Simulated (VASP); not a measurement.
Crystal: BAs.

```xyz
2
Lattice="0.0000 2.3688 2.3688 2.3688 0.0000 2.3688 2.3688 2.3688 0.0000" Properties=species:S:1:pos:R:3 pbc="T T T"
B     3.5532    3.5532    3.5532
As    0.0000    0.0000    0.0000
```

This cell differs from its parent crystal: volume scaled by 0.95.

Base run:

* Program: VASP 6.6.1
* Functional: LDA
* Potentials or basis: VASP PAW LDA potentials, release 64 (B, As)
* Cutoff: 520 eV
* k mesh: 11 × 11 × 11
* Occupations: fermi-dirac, width 0.01 eV
* Spin: no spin polarisation

Its results: band gap on the k mesh 1.13 eV, indirect (least direct gap 3.28 eV); pressure 0.4 GPa.

The run is repeated on the same cell with these changes: functional from LDA to r2SCAN; potentials or basis from VASP PAW LDA potentials, release 64 (B, As) to VASP PAW PBE potentials, release 64 (B, As). What comes out?

Band gap on the k mesh 1.37 eV, indirect (least direct gap 3.47 eV); pressure 4.7 GPa.

Caveats: the PAW data sets were made with another functional, which shifts forces and pressure a little (some runs).

A k mesh can miss the band edges.
